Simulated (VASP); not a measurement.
**BeS: single point with PBE**

Crystal: BeS.

```
CELL_PARAMETERS angstrom
0.00000 2.31730 2.31730
2.31730 0.00000 2.31730
2.31730 2.31730 0.00000
ATOMIC_POSITIONS crystal
Be 0.00000 0.00000 0.00000
S 0.50000 0.50000 0.50000
```

```json
{"Program": "VASP 6.6.1", "Task": "single point", "Functional": "PBE", "Potentials or basis": "VASP PAW PBE potentials, release 64 (Be, S)", "Cutoff": "520 eV", "k mesh": "10 × 10 × 10", "Occupations": "fermi-dirac, width 0.02 eV", "Spin": "no spin polarisation"}
```

| Quantity | Value |
| --- | --- |
| Pressure | -0.4 GPa |
| Band gap on the k mesh | 1.03 eV, indirect (least direct gap 4.15 eV) |

Levels at points of the mesh, in eV from the valence-band top:
```csv
k point,band 1,band 2,band 3,band 4,band 5,band 6,band 7,band 8,band 9
"(0.00, 0.00, 0.00)",-15.04,-0.25,-0.25,-0.25,5.33,8.88,8.88,8.88,9.64
"(0.50, 0.00, 0.00)",-12.78,-7.16,-0.46,-0.46,3.99,3.99,4.18,10.23,15.57
"(0.50, 0.50, 0.00)",-11.74,-6.72,-3.12,-3.12,1.03,4.39,11.82,11.82,13.63
```

Wall time 20 s on 1 thread of AMD EPYC 7571 (shared host), peak memory 0.1 GiB.

A k mesh can miss the band edges. PBE gaps usually lie below the measured ones, often by a third to a half.
